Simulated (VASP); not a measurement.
# NbAs (rocksalt type) (Fm-3m) in VASP: further runs

Runs on NbAs (rocksalt type). Level: LDA. Tasks: single point.

All numbers are computed with VASP 6.6.1; they aren't measurements. Logs are shortened: lines on timing, memory, paths and dates and some standing lists are left out, and cuts for length are marked.

## (1) The cell of the first run

The structure is cubic, space group Fm-3m (No. 225). Conventional cell: a = 4.554 Å, b = 4.554 Å, c = 4.554 Å, α = 90.00°, β = 90.00°, γ = 90.00°. Within 3.0 Å of Nb (site symmetry m-3m) lie 6 As at 2.28 Å. Within 3.0 Å of As (site symmetry m-3m) lie 6 Nb at 2.28 Å.

## (2) Single point, LDA (11.81 Å³/atom)

The input, INCAR:

```
SYSTEM = NbAs
PREC = Accurate
ENCUT = 500
EDIFF = 1E-6
ISMEAR = -1
SIGMA = 0.05
LREAL = .FALSE.
LASPH = .TRUE.
NELM = 120
ALGO = Normal
ISIF = 2
LWAVE = .FALSE.
LCHARG = .FALSE.
GGA = CA
NBANDS = 16
GGA_COMPAT = .FALSE.
```

The input, KPOINTS:

```
Automatic mesh
0
G
  14 14 14
  0 0 0
```

The input, POSCAR:

```
NbAs
1.0
    0.0000000000      2.2771732796      2.2771732796
    2.2771732796      0.0000000000      2.2771732796
    2.2771732796      2.2771732796      0.0000000000
Nb As
1 1
Direct
    0.0000000000      0.0000000000      0.0000000000
    0.5000000000      0.5000000000      0.5000000000
```

Potentials or basis: VASP PAW LDA potentials, release 64 (Nb_sv, As).

Started as:

```console
cat potpaw_LDA.64/Nb_sv/POTCAR potpaw_LDA.64/As/POTCAR > POTCAR
mpirun -np 1 vasp_std > vasp.out
```

OUTCAR:

```text
SYSTEM = NbAs
   PREC = Accurate
   ENCUT = 500
   EDIFF = 1E-6
   ISMEAR = -1
   LREAL = .FALSE.
   LASPH = .TRUE.
   NELM = 120
   ISIF = 2
   GGA = CA

 ion  position               nearest neighbor table
   1  0.000  0.000  0.000-   2 2.28   2 2.28   2 2.28   2 2.28   2 2.28   2 2.28
   2  0.500  0.500  0.500-   1 2.28   1 2.28   1 2.28   1 2.28   1 2.28   1 2.28

  LATTYP: Found a face centered cubic cell.
 ALAT       =     4.5543465592

  Lattice vectors:

 A1 = (   0.0000000000,   2.2771732796,   2.2771732796)
 A2 = (   2.2771732796,   0.0000000000,   2.2771732796)
 A3 = (   2.2771732796,   2.2771732796,   0.0000000000)

Analysis of symmetry for initial positions (statically):
=====================================================================
 Subroutine PRICEL returns:
 Original cell was already a primitive cell.

 Routine SETGRP: Setting up the symmetry group for a
 face centered cubic supercell.

 Subroutine GETGRP returns: Found 48 space group operations
 (whereof 48 operations were pure point group operations)
 out of a pool of 48 trial point group operations.

The static configuration has the point symmetry O_h .

Analysis of symmetry for dynamics (positions and initial velocities):
=====================================================================
 Subroutine PRICEL returns:
 Original cell was already a primitive cell.

 Routine SETGRP: Setting up the symmetry group for a
 face centered cubic supercell.

 Subroutine GETGRP returns: Found 48 space group operations
 (whereof 48 operations were pure point group operations)
 out of a pool of 48 trial point group operations.

The dynamic configuration has the point symmetry O_h .

 Subroutine INISYM returns: Found 48 space group operations
 (whereof 48 operations are pure point group operations),
 and found     1 'primitive' translations

----------------------------------------------------------------------------------------

                                     Primitive cell

  volume of cell :      23.6166

  direct lattice vectors                    reciprocal lattice vectors
     0.000000000  2.277173280  2.277173280    -0.219570467  0.219570467  0.219570467
     2.277173280  0.000000000  2.277173280     0.219570467 -0.219570467  0.219570467
     2.277173280  2.277173280  0.000000000     0.219570467  0.219570467 -0.219570467

  length of vectors
     3.220409336  3.220409336  3.220409336     0.380307204  0.380307204  0.380307204

  position of ions in fractional coordinates (direct lattice)
     0.000000000  0.000000000  0.000000000
     0.500000000  0.500000000  0.500000000

  ion indices of the primitive-cell ions
   primitive index   ion index
                 1           1
                 2           2

----------------------------------------------------------------------------------------

 KPOINTS: Automatic mesh

Automatic generation of k-mesh.
 Grid dimensions read from file:
 generate k-points for:   14   14   14

 Generating k-lattice:

  Cartesian coordinates                     Fractional coordinates (reciprocal lattice)
    -0.015683605  0.015683605  0.015683605     0.071428571  0.000000000  0.000000000
     0.015683605 -0.015683605  0.015683605     0.000000000  0.071428571  0.000000000
     0.015683605  0.015683605 -0.015683605     0.000000000  0.000000000  0.071428571

  Length of vectors
     0.027164800  0.027164800  0.027164800

  Shift w.r.t. Gamma in fractional coordinates (k-lattice)
     0.000000000  0.000000000  0.000000000

 Subroutine IBZKPT returns following result:
 ===========================================

 Found    104 irreducible k-points:

 Following reciprocal coordinates:
            Coordinates               Weight
  0.000000  0.000000  0.000000      1.000000
  0.071429  0.000000  0.000000      8.000000
  0.142857  0.000000  0.000000      8.000000
  0.214286  0.000000  0.000000      8.000000
  0.285714  0.000000  0.000000      8.000000
  0.357143  0.000000  0.000000      8.000000
[... 16 lines left out ...]
  0.214286  0.142857  0.000000     24.000000
  0.285714  0.142857  0.000000     24.000000
 [... further k-points ...]
   k-points           NKPTS =    104   k-points in BZ     NKDIM =    104   number of bands    NBANDS=     16
   number of dos      NEDOS =    301   number of ions     NIONS =      2
   total plane-waves  NPLWV =  13824
   dimension x,y,z NGX =    24 NGY =   24 NGZ =   24
   dimension x,y,z NGXF=    48 NGYF=   48 NGZF=   48
   ions per type =               1   1
   NGX,Y,Z   is equivalent  to a cutoff of  12.39, 12.39, 12.39 a.u.
   NGXF,Y,Z  is equivalent  to a cutoff of  24.78, 24.78, 24.78 a.u.
 SYSTEM =  NbAs
   PREC   = accura    normal or accurate (medium, high low for compatibility)
   ISTART =      0    job   : 0-new  1-cont  2-samecut
   ICHARG =      2    charge: 1-file 2-atom 10-const
   ISPIN  =      1    spin polarized calculation?
   LNONCOLLINEAR =      F non collinear calculations
   LSORBIT =      F    spin-orbit coupling
   LASPH  =      T    aspherical Exc in radial PAW
   ENCUT  =  500.0 eV  36.75 Ry    6.06 a.u.   5.87  5.87  5.87*2*pi/ulx,y,z
   NELM   =    120;   NELMIN=  2; NELMDL= -5     # of ELM steps
   EDIFF  = 0.1E-05   stopping-criterion for ELM
   LREAL  =      F    real-space projection
[... 7 lines left out ...]
   TEBEG  =    0.0;   TEEND  =   0.0 temperature during run
   PSTRESS=    0.0 pullay stress
   NELECT =      18.0000    total number of electrons
   NUPDOWN=      -1.0000    fix difference up-down
   EMIN   =  10.00;   EMAX   =-10.00  energy-range for DOS
   EFERMI =   0.00;   METHOD = LEGACY
   ISMEAR =    -1;   SIGMA  =   0.05  broadening in eV -4-tet -1-fermi 0-gaus
   EFERMI_NEDOS =   21; number of points for ismear=-14 and -15
   IALGO  =     38    algorithm
   IMIX   =      4    mixing-type and parameters
     AMIX     =   0.40;   BMIX     =  1.00
     AMIX_MAG =   1.60;   BMIX_MAG =  1.00
  volume/ion in A,a.u.               =      11.81        79.69
  Fermi-wavevector in a.u.,A,eV,Ry     =   1.495408  2.825911 30.425946  2.236244
  Thomas-Fermi vector in A             =   2.607556
   LORBIT       =      0    0 simple, 1 ext, 2 COOP (PROOUT), +10 PAW based schemes
   GGA     = CA    functional components
   LHFCALC =     F    Hartree Fock is set to
   AEXX    =    0.0000 exact exchange contribution
   IVDW    =     0    specifies the selected vdW correction
   LEPSILON=     F    determine dielectric tensor
   LRPA    =     F    only Hartree local field effects (RPA)
 non-spin polarized calculation
  energy-cutoff  :      500.00
  volume of cell :       23.62
 maximum number of plane-waves:       612
   NGX = 11   NGY = 11   NGZ = 11

 number of electron      17.9999999 magnetization

 Free energy of the ion-electron system (eV)
  ---------------------------------------------------
  ext. energy  EPLUGINS =         0.00000000
  ---------------------------------------------------
  free energy    TOTEN  =       -13.55580602 eV

  energy without entropy =      -13.54471302  energy(sigma->0) =      -13.55025952

 E-fermi :  16.4722     XC(G=0): -13.9726

 val. band max:       16.4181557084   @ k =   0.5000   0.1429   0.0714
 cond. band min:      16.4735304815   @ k =  -0.2857   0.4286   0.1429
 fundamental gap:      0.0553747731
 Fermi energy:        16.4721782691

 k-point     1 :       0.0000    0.0000    0.0000
  band No.  band energies     occupation
      1     -38.6309      2.00000
      2     -14.8742      2.00000
      3     -14.8742      2.00000
      4     -14.8742      2.00000
      5       0.2200      2.00000
      6      13.4915      2.00000
[... 8 lines left out ...]
     15      26.6655      0.00000
     16      34.9049      0.00000

 k-point     2 :       0.0714    0.0000    0.0000
  band No.  band energies     occupation
      1     -38.6250      2.00000
      2     -14.9303      2.00000
      3     -14.8760      2.00000
      4     -14.8760      2.00000
      5       0.3779      2.00000
      6      13.0978      2.00000
[... 8 lines left out ...]
     15      27.0765      0.00000
     16      33.8452      0.00000

 k-point     3 :       0.1429    0.0000    0.0000
  band No.  band energies     occupation
      1     -38.6084      2.00000
      2     -15.0843      2.00000
      3     -14.8810      2.00000
      4     -14.8810      2.00000
      5       0.8330      2.00000
      6      12.1351      2.00000
[... 8 lines left out ...]
     15      27.9386      0.00000
     16      32.2852      0.00000

 k-point     4 :       0.2143    0.0000    0.0000
  band No.  band energies     occupation
      1     -38.5844      2.00000
      2     -15.2989      2.00000
      3     -14.8882      2.00000
      4     -14.8882      2.00000
      5       1.5364      2.00000
      6      10.9281      2.00000
[... 8 lines left out ...]
     15      28.0908      0.00000
     16      30.8300      0.00000

 k-point     5 :       0.2857    0.0000    0.0000
  band No.  band energies     occupation
      1     -38.5576      2.00000
      2     -15.5273      2.00000
      3     -14.8961      2.00000
      4     -14.8961      2.00000
      5       2.4213      2.00000
      6       9.6643      2.00000
[... 8 lines left out ...]
     15      28.8340      0.00000
     16      28.8402      0.00000

 k-point     6 :       0.3571    0.0000    0.0000
  band No.  band energies     occupation
      1     -38.5333      2.00000
      2     -15.7251      2.00000
      3     -14.9030      2.00000
      4     -14.9030      2.00000
      5       3.4120      2.00000
      6       8.4354      2.00000
[... 8 lines left out ...]
     15      27.1959      0.00000
     16      27.1959      0.00000

 k-point     7 :       0.4286    0.0000    0.0000
  band No.  band energies     occupation
      1     -38.5164      2.00000
      2     -15.8581      2.00000
      3     -14.9078      2.00000
      4     -14.9078      2.00000
      5       4.4029      2.00000
      6       7.3217      2.00000
[... 8 lines left out ...]
     15      27.5087      0.00000
     16      27.5087      0.00000

 k-point     8 :       0.5000    0.0000    0.0000
  band No.  band energies     occupation
      1     -38.5104      2.00000
      2     -15.9048      2.00000
      3     -14.9095      2.00000
      4     -14.9095      2.00000
      5       4.9898      2.00000
      6       6.6978      2.00000
[... 8 lines left out ...]
     15      28.2252      0.00000
     16      28.2252      0.00000

 k-point     9 :       0.0714    0.0714    0.0000
  band No.  band energies     occupation
      1     -38.6230      2.00000
      2     -14.9218      2.00000
      3     -14.8902      2.00000
      4     -14.8902      2.00000
      5       0.4276      2.00000
      6      13.2570      2.00000
[... 8 lines left out ...]
     15      27.2473      0.00000
     16      33.6468      0.00000
[... 172 lines left out ...]
 k-point    19 :      -0.2143    0.0714    0.0000
  band No.  band energies     occupation
      1     -38.5713      2.00000
      2     -15.3773      2.00000
      3     -14.9506      2.00000
      4     -14.8686      2.00000
      5       1.9091      2.00000
      6      10.3735      2.00000
[... 8 lines left out ...]
     15      27.5744      0.00000
     16      30.3156      0.00000

 k-point    20 :      -0.1429    0.0714    0.0000
  band No.  band energies     occupation
      1     -38.5964      2.00000
      2     -15.1654      2.00000
      3     -14.9331      2.00000
      4     -14.8640      2.00000
      5       1.1611      2.00000
      6      11.6383      2.00000
[... 8 lines left out ...]
     15      28.1393      0.00000
     16      31.1975      0.00000

 k-point    21 :      -0.0714    0.0714    0.0000
  band No.  band energies     occupation
      1     -38.6155      2.00000
      2     -15.0035      2.00000
      3     -14.9068      2.00000
      4     -14.8667      2.00000
      5       0.6319      2.00000
      6      12.7410      2.00000
[... 8 lines left out ...]
     15      27.6703      0.00000
     16      32.4856      0.00000

 k-point    22 :       0.1429    0.1429    0.0000
  band No.  band energies     occupation
      1     -38.6006      2.00000
      2     -15.0511      2.00000
      3     -14.9352      2.00000
      4     -14.9352      2.00000
      5       0.9882      2.00000
      6      11.4357      2.00000
[... 8 lines left out ...]
     15      28.9034      0.00000
     16      31.6619      0.00000

 k-point    23 :       0.2143    0.1429    0.0000
  band No.  band energies     occupation
      1     -38.5822      2.00000
      2     -15.1891      2.00000
      3     -14.9616      2.00000
      4     -14.9440      2.00000
      5       1.4426      2.00000
      6      10.5308      2.00000
[... 8 lines left out ...]
     15      29.1122      0.00000
     16      30.5067      0.00000

 k-point    24 :       0.2857    0.1429    0.0000
  band No.  band energies     occupation
      1     -38.5583      2.00000
      2     -15.3813      2.00000
      3     -14.9804      2.00000
      4     -14.9508      2.00000
      5       2.0800      2.00000
      6       9.6850      2.00000
[... 8 lines left out ...]
     15      28.2675      0.00000
     16      29.1240      0.00000

 [... further k-points ...]

------------------------ aborting loop because EDIFF is reached ----------------------------------------

  FORCE on cell =-STRESS in cart. coord.  units (eV):
  Direction    XX          YY          ZZ          XY          YZ          ZX
  --------------------------------------------------------------------------------------
  -------------------------------------------------------------------------------------
  Total       21.9393999     21.9393999     21.9393999      0.0000000     -0.0000000      0.0000000
  in kB     1488.3911978   1488.3911978   1488.3911978      0.0000000     -0.0000000      0.0000000
  external PRESSURE =    1488.3911978 kB  Pullay stress =       0.0000000 kB

 VOLUME and BASIS-vectors are now :
 -----------------------------------------------------------------------------
  energy-cutoff  :      500.00
  volume of cell :       23.62
      direct lattice vectors                 reciprocal lattice vectors
     0.000000000  2.277173280  2.277173280    -0.219570467  0.219570467  0.219570467
     2.277173280  0.000000000  2.277173280     0.219570467 -0.219570467  0.219570467
     2.277173280  2.277173280  0.000000000     0.219570467  0.219570467 -0.219570467

 POSITION                                       TOTAL-FORCE (eV/Angst)
 -----------------------------------------------------------------------------------
      0.00000      0.00000      0.00000        -0.000000     -0.000000     -0.000000
      2.27717      2.27717      2.27717         0.000000      0.000000      0.000000
 -----------------------------------------------------------------------------------
    total drift:                                0.000000     -0.000000     -0.000000

  FREE ENERGIE OF THE ION-ELECTRON SYSTEM (eV)
  ---------------------------------------------------
  free  energy   TOTEN  =       -13.5558060225 eV

  energy  without entropy=      -13.5447130190  energy(sigma->0) =      -13.55025952
```

Run time: 88 s. Hardware: 1 thread of Intel Xeon 8259CL, shared host; peak memory 0.13 GiB.

What came out:

```yaml
Free_energy: -13.5558 eV
Pressure: 148.8 GPa
Band_gap_on_the_k_mesh: zero (bands 9 and 10 overlap by 3.17 eV)
```

Caveat: the cell stands under pressure.

(Part 1 of 2 ends here.)

The gap in the log of VASP goes by the Fermi energy; the results here count the filled bands.